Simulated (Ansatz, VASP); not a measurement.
**One calculation of CdS, two programs**

```
Cd S
1.0
     0.00000    2.91163    2.91163
     2.91163    0.00000    2.91163
     2.91163    2.91163    0.00000
Cd S
1 1
Cartesian
  5.7993 2.9324 2.9242
  1.5047 1.4468 1.4386
```

Alike in both runs: task single point; functional PBE; k mesh 4 × 4 × 4; no spin polarisation.

```csv
,VASP,Ansatz
version,VASP 6.6.1,Ansatz 0.2.0
potentials or method,"VASP PAW PBE potentials, release 64 (Cd, S), cutoff 520 eV","plane waves, PAW"
occupations,"gaussian, width 0.01 eV",fixed
valence electrons in the cell,18,26
```

VASP gave:

* pressure (GPa): 3.9
* traceless stress, the component that is largest in VASP (GPa): -1.70
* rms of the force components (eV/Å): 0.235

Which values does Ansatz return?

Pressure (GPa): 3.5; traceless stress, the component that is largest in VASP (GPa): -1.64; rms of the force components (eV/Å): 0.228.

Atom by atom the forces differ by 0.006 eV/Å (rms over components). VASP's potentials hold 18 valence electrons a cell and Ansatz's 26, so a difference there can come from the potentials and not from the codes. Ansatz's warnings: stress scf threshold loose.

The k mesh is coarse, so the values compare programs but aren't converged.
